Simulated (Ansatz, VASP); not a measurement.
## Al3Cu in VASP and in Ansatz

File POSCAR:

```
Al3Cu
1.0
    3.9241510000      0.0000000000      0.0000000000
    0.0000000000      3.9241510000      0.0000000000
    0.0000000000      0.0000000000      3.9241510000
Al Cu
3 1
Direct
    0.0000000000      0.5000000000      0.5000000000
    0.5000000000      0.0000000000      0.5000000000
    0.5000000000      0.5000000000      0.0000000000
    0.0000000000      0.0000000000      0.0000000000
```

The input INCAR.step1:

```
  PREC = Accurate
  ENCUT = 520
  ISMEAR = 0
  SIGMA = 0.1
  LREAL = False
  LASPH = True
  NELM = 80
  NBANDS = 18
  GGA = PE
  ALGO = Normal
  EDIFF = 1E-4
  LWAVE = True
  LCHARG = False
```

Contents of INCAR.step2:

```
  PREC = Accurate
  ENCUT = 520
  EDIFF = 1E-6
  ISMEAR = 0
  SIGMA = 0.1
  LREAL = False
  LASPH = True
  NELM = 80
  ALGO = Normal
  ISIF = 2
  LWAVE = False
  LCHARG = False
  METAGGA = R2SCAN
  LMIXTAU = True
  NBANDS = 18
  ISTART = 1
```

File KPOINTS:

```
regular mesh
0
Gamma
  14 14 14
```

Input for Ansatz:

```yaml
crystal:
  lattice:
    - [3.924151, 0.0, 0.0]
    - [0.0, 3.924151, 0.0]
    - [0.0, 0.0, 3.924151]
  atoms:
    - { symbol: Al, position: [0.0, 0.5, 0.5] }
    - { symbol: Al, position: [0.5, 0.0, 0.5] }
    - { symbol: Al, position: [0.5, 0.5, 0.0] }
    - { symbol: Cu, position: [0.0, 0.0, 0.0] }
basis:
  ecutwfc: 500
kpoints:
  mp_grid: { grid: [14, 14, 14] }
hamiltonian:
  xc: r2scan
scf:
  occupations: { method: gaussian, width: 0.1 }
output:
  forces: true
  stress: true
  eigenvalues: true
```

Alike in both runs: task single point; functional r2SCAN; k mesh 14 × 14 × 14; occupations gaussian, width 0.1 eV; no spin polarisation.

```csv
,VASP,Ansatz
version,VASP 6.6.1,Ansatz 0.2.0
potentials or method,"VASP PAW PBE potentials, release 64 (Al, Cu), cutoff 520 eV","scalar-relativistic, plane waves, PAW"
valence electrons in the cell,20,28
```

```csv
,VASP,Ansatz,Ansatz less VASP
gap on the k mesh at the Fermi level (eV),none,none,-
pressure (GPa),-2.8,-2.7,+0.13
```

VASP's potentials were made for PBE, not for r2SCAN. A gap of «none» marks a metal or a gap that the smearing closes. VASP's potentials hold 20 valence electrons a cell and Ansatz's 28, so a difference there can come from the potentials and not from the codes.
